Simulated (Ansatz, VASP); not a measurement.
**Na: VASP beside Ansatz**

Contents of POSCAR:

```
Na
1.0
   -2.1125000000      2.1125000000      2.1125000000
    2.1125000000     -2.1125000000      2.1125000000
    2.1125000000      2.1125000000     -2.1125000000
Na
1
Direct
    0.0000000000      0.0000000000      0.0000000000
```

File INCAR.step1:

```
ALGO = Normal ; EDIFF = 1E-4
ENCUT = 520 ; GGA = PE
ISMEAR = -1 ; LASPH = T
LCHARG = F ; LREAL = F
LWAVE = T ; NBANDS = 10
NELM = 80 ; PREC = Accurate
SIGMA = 0.3
```

File INCAR.step2:

```
ALGO = Normal ; EDIFF = 1E-7
ENCUT = 520 ; ISIF = 2
ISMEAR = -1 ; ISTART = 1
LASPH = T ; LCHARG = F
LMIXTAU = T ; LREAL = F
LWAVE = F ; METAGGA = R2SCAN
NBANDS = 10 ; NELM = 80
PREC = Accurate ; SIGMA = 0.3
```

The input KPOINTS:

```
k-points
0
Gamma
  11 11 11
```

Input for Ansatz:

```yaml
crystal:
  lattice:
    - [-2.1125, 2.1125, 2.1125]
    - [2.1125, -2.1125, 2.1125]
    - [2.1125, 2.1125, -2.1125]
  atoms:
    - { symbol: Na, position: [0.0, 0.0, 0.0] }
hamiltonian:
  xc: r2scan
  pseudopotentials:
    kind: paw
    azcp:
      Na: "pseudopotentials/Na.paw.azcp"
basis:
  ecutwfc: 500
  fft_grid_basis: typed
kpoints:
  mp_grid: { grid: [11, 11, 11], shift: [0, 0, 0] }
magnetization:
  spin_polarized: false
scf:
  occupations: { method: fermi_dirac, width: 0.3 }
  lower_state_search: "off"
output:
  stress: true
```

Alike in both runs: task single point; functional r2SCAN; k mesh 11 × 11 × 11; occupations fermi-dirac, width 0.3 eV; no spin polarisation.

```csv
,VASP,Ansatz
version,VASP 6.6.1,Ansatz 0.2.0
potentials or method,"VASP PAW PBE potentials, release 64 (Na_pv), cutoff 520 eV","plane waves (500 eV) with PAW, scalar-relativistic"
valence electrons in the cell,7,9
```

Ansatz gave:

```
pressure (GPa) : 0.1
```

Question: What did VASP give for the same quantities?

Answer: Pressure (GPa): 0.2.

VASP's potentials were made for PBE, not for r2SCAN. The functional is the same, so the differences come from potentials, cutoffs and numerics. VASP's potentials hold 7 valence electrons a cell and Ansatz's 9, so a difference there can come from the potentials and not from the codes.
